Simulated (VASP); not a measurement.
Crystal: MoRh.

```xyz
2
Lattice="2.7954 0.0000 0.0000 -1.3977 2.4209 0.0000 0.0000 0.0000 4.4374" Properties=species:S:1:pos:R:3 pbc="T T T"
Mo    0.0000    0.0000    2.2187
Rh    0.0000    1.6139    0.0000
```

```yaml
Program: VASP 6.6.1
Task: relaxation of volume and atoms at fixed shape
Functional: LDA
Potentials_or_basis: VASP PAW LDA potentials, release 64 (Mo_sv, Rh_sv_GW)
Cutoff: 620 eV
k_mesh: 8 × 8 × 5
Occupations: fermi-dirac, width 0.1 eV
Spin: no spin polarisation
```

At the start: pressure -16.6 GPa; volume 15.01 Å³/atom.

Where does the relaxation end?

Over 4 steps the energy falls by 50.2 meV/atom and the volume is 14.12 Å³/atom (-6.0 %); space group P-6m2 (No. 187, to 0.1 Å) before and after.

Step by step:
| step | energy change (eV) | largest force (eV/Å) | pressure (GPa) | volume (Å³) |
| --- | --- | --- | --- | --- |
| 1 | 0.0000 | 0.0000 | -16.65 | 30.03 |
| 2 | 0.8194 | 0.0000 | 77.14 | 23.75 |
| 3 | -0.0999 | 0.0000 | -1.29 | 28.33 |
| 4 | -0.1003 | 0.0000 | -0.29 | 28.23 |

Final structure:
```yaml
crystal:
  lattice:
    - [2.73853, 0.00000, 0.00000]
    - [-1.36926, 2.37163, 0.00000]
    - [0.00000, 0.00000, 4.34704]
  atoms:
    - { symbol: Mo, position: [0.00000, 0.00000, 0.50000] }
    - { symbol: Rh, position: [0.33333, 0.66667, 0.00000] }
```
